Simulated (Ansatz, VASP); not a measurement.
TiB2 in VASP and in Ansatz

```
CELL_PARAMETERS angstrom
3.00413 0.00000 0.00000
-1.50207 2.60166 0.00000
0.00000 0.00000 3.18121
ATOMIC_POSITIONS crystal
Ti 0.00000 0.00000 0.00000
B 0.33333 0.66667 0.50000
B 0.66667 0.33333 0.50000
```

Alike in both runs: functional PBE; dispersion D3(BJ); k mesh 11 × 11 × 9; occupations fermi-dirac, width 0.1 eV; no spin polarisation.

Ansatz relaxed the structure, and its values are those at the end. VASP's run is a single point on that final structure, the one shown.

|  | VASP | Ansatz |
| --- | --- | --- |
| version | VASP 6.6.1 | Ansatz 0.2.0 |
| potentials or method | VASP PAW PBE potentials, release 64 (Ti_sv, B) | plane waves, PAW |
| plane-wave cutoff (eV) | 500 | 420 |
| valence electrons in the cell | 18 | 18 |

|  | VASP | Ansatz | Ansatz less VASP |
| --- | --- | --- | --- |
| pressure (GPa) | 0.2 | 0.0 | -0.25 |

Ansatz's warnings: stress scf threshold loose.
